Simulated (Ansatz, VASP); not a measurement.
# ZnSe in VASP and in Ansatz

The input INCAR:

```
PREC = Accurate
ENCUT = 520
EDIFF = 1E-6
ISMEAR = 0
SIGMA = 0.05
LREAL = False
LASPH = True
NELM = 80
ALGO = Normal
ISIF = 2
LWAVE = False
LCHARG = False
GGA = CA
NBANDS = 26
```

KPOINTS

```
Automatic mesh
0
Gamma
  8 8 6
```

The input POSCAR:

```
ZnSe
1.0
    4.0437991417      0.0000000000      0.0000000000
    0.0000000000      4.0437991417      0.0000000000
    0.0000000000      0.0000000000      5.3369824815
Zn Se
2 2
Direct
    0.0000000000      0.0000000000      0.0000000000
    0.5000000000      0.5000000000      0.0000000000
    0.0000000000      0.5000000000      0.2796655406
    0.5000000000      0.0000000000      0.7203344594
```

Input for Ansatz:

```yaml
crystal:
  lattice:
    - [4.0437991417, 0.0, 0.0]
    - [0.0, 4.0437991417, 0.0]
    - [0.0, 0.0, 5.3369824815]
  atoms:
    - { symbol: Zn, position: [0.0, 0.0, 0.0] }
    - { symbol: Zn, position: [0.5, 0.5, 0.0] }
    - { symbol: Se, position: [0.0, 0.5, 0.2796655406] }
    - { symbol: Se, position: [0.5, 0.0, 0.7203344594] }
basis:
  ecutwfc: 520.0
kpoints:
  mp_grid: { grid: [8, 8, 6] }
hamiltonian:
  xc: lda
scf:
  occupations: { method: gaussian, width: 0.05 }
output:
  forces: true
  stress: true
  eigenvalues: true
```

Alike in both runs: task single point; functional LDA; k mesh 8 × 8 × 6; occupations gaussian, width 0.05 eV; no spin polarisation.

|  | VASP | Ansatz |
| --- | --- | --- |
| version | VASP 6.6.1 | Ansatz 0.2.0 |
| potentials or method | VASP PAW LDA potentials, release 64 (Zn, Se), cutoff 520 eV | scalar-relativistic, plane waves, PAW |
| valence electrons in the cell | 36 | 56 |

```tsv
	VASP	Ansatz	Ansatz less VASP
gap on the k mesh at the Fermi level (eV)	1.49	1.47	-0.020
least direct gap on the mesh (eV)	1.49	1.47	-0.020
pressure (GPa)	-2.7	-3.0	-0.35
traceless stress, the component that is largest in VASP (GPa)	0.11	0.13	+0.018
rms of the force components (eV/Å)	0.155	0.178	+0.0231
```

LDA's correlation is that of Perdew and Zunger in VASP and of Perdew and Wang (1992) in Ansatz. Atom by atom the forces differ by 0.023 eV/Å (rms over components). VASP's potentials hold 36 valence electrons a cell and Ansatz's 56, so a difference there can come from the potentials and not from the codes.
